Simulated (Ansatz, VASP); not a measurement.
## HfO2: VASP beside Ansatz

```
Hf O
1.0
     0.00000    2.55750    2.55750
     2.55750    0.00000    2.55750
     2.55750    2.55750    0.00000
Hf O
1 2
Direct
  0.96579 0.03421 0.03421
  0.25000 0.25000 0.25000
  0.75000 0.75000 0.75000
```

Change from the starting cell: all Hf atoms moved +0.175 Å, as atom 1 along Cartesian [1 0 0].

Alike in both runs: task single point; functional PBE; k mesh 8 × 8 × 8; occupations gaussian, width 0.05 eV; no spin polarisation.

|  | VASP | Ansatz |
| --- | --- | --- |
| version | VASP 6.6.1 | Ansatz 0.2.0 |
| potentials or method | VASP PAW PBE potentials, release 64 (Hf_pv, O), cutoff 520 eV | scalar-relativistic, plane waves, PAW |
| valence electrons in the cell | 22 | 38 |

|  | VASP | Ansatz | Ansatz less VASP |
| --- | --- | --- | --- |
| gap on the k mesh at the Fermi level (eV) | 3.75 | 3.76 | +0.008 |
| least direct gap on the mesh (eV) | 3.75 | 3.76 | +0.008 |
| pressure (GPa) | -2.9 | 0.5 | +3.44 |
| traceless stress, the component that is largest in VASP (GPa) | 0.19 | 0.11 | -0.085 |
| rms of the force components (eV/Å) | 0.364 | 0.387 | +0.0225 |

Atom by atom the forces differ by 0.023 eV/Å (rms over components). The functional is the same, so the differences come from potentials, cutoffs and numerics. VASP's potentials hold 22 valence electrons a cell and Ansatz's 38, so a difference there can come from the potentials and not from the codes.

Spin-orbit coupling is off throughout.
